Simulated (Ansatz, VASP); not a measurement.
## One calculation of ZnCu, two programs

```
Zn Cu
1.0
     2.92055   -0.01460    0.00000
    -0.01460    2.92055    0.00000
     0.00000    0.00000    2.92055
Zn Cu
1 1
Direct
  0.50000 0.50000 0.50000
  0.00000 0.00000 0.00000
```

Change from the starting cell: xy shear strain of -1 %, crystal datasets.

Alike in both runs: task electric field gradients; functional r2SCAN; k mesh 12 × 12 × 12; occupations fermi-dirac, width 0.05 eV; no spin polarisation.

|  | VASP | Ansatz |
| --- | --- | --- |
| version | VASP 6.6.1 | Ansatz 0.2.0 |
| potentials or method | VASP PAW PBE potentials, release 64 (Zn, Cu), cutoff 520 eV | all-electron PAW with datasets made for the crystal, scalar-relativistic |

|  | VASP | Ansatz | Ansatz less VASP |
| --- | --- | --- | --- |
| pressure (GPa) | 0.6 | -0.1 | -0.73 |
| traceless stress, the component that is largest in VASP (GPa) | 0.93 | 0.92 | -0.008 |
| size of Vzz on the site where it differs most (V/Å²) | 0.8 | 0.3 | -0.48 |

VASP's potentials were made for PBE, not for r2SCAN. Ansatz ran all-electron here, and VASP with PAW potentials.
